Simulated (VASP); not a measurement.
A run of VASP 6.6.1 is set up as follows.

INCAR

```
PREC = Accurate
ENCUT = 600
EDIFF = 1E-6
ISMEAR = -1
SIGMA = 0.05
LREAL = False
LASPH = True
NELM = 200
ALGO = Normal
ISIF = 2
LWAVE = False
LCHARG = False
ISPIN = 2
MAGMOM = 1 1 1 1 0 0 0 0
LORBIT = 11
LMAXMIX = 4
GGA = RP
NBANDS = 42
GGA_COMPAT = False
```

Contents of KPOINTS:

```
regular mesh
0
Gamma
  5 8 5
```

Contents of POSCAR:

```
SiNi
1.0
    5.1630314078      0.0000000000      0.0000000000
    0.0000000000      3.4198872656      0.0000000000
    0.0000000000      0.0000000000      5.6496309451
Ni Si
4 4
Direct
    0.9916792042      0.7500000000      0.8111152477
    0.5083207958      0.2500000000      0.3111152477
    0.4916792042      0.7500000000      0.6888847523
    0.0083207958      0.2500000000      0.1888847523
    0.6784884130      0.2500000000      0.9149218982
    0.8215115870      0.7500000000      0.4149218982
    0.1784884130      0.2500000000      0.5850781018
    0.3215115870      0.7500000000      0.0850781018
```

Potentials or basis: VASP PAW PBE potentials, release 64 (Ni, Si).

Run with:

```bash
$ cat potpaw_PBE.64/Ni/POTCAR potpaw_PBE.64/Si/POTCAR > POTCAR
$ mpirun -np 1 vasp_std > vasp.out
```

Task: What does it give for the largest force?

Result: 0.011 eV/Å.

Task: Estimate the net moment.

Result: 0.00 μB per cell.

Task: Estimate the pressure.

Result: -0.1 GPa.

Forces on the atoms (eV/Å):
```
Ni  -0.010  0.000 -0.004
Ni   0.010  0.000 -0.004
Ni  -0.010  0.000  0.004
Ni   0.010  0.000  0.004
Si  -0.010  0.000 -0.006
Si   0.010  0.000 -0.006
Si  -0.010  0.000  0.006
Si   0.010  0.000  0.006
```

Caveat: the PAW data sets were made with another functional, which shifts forces and pressure a little.
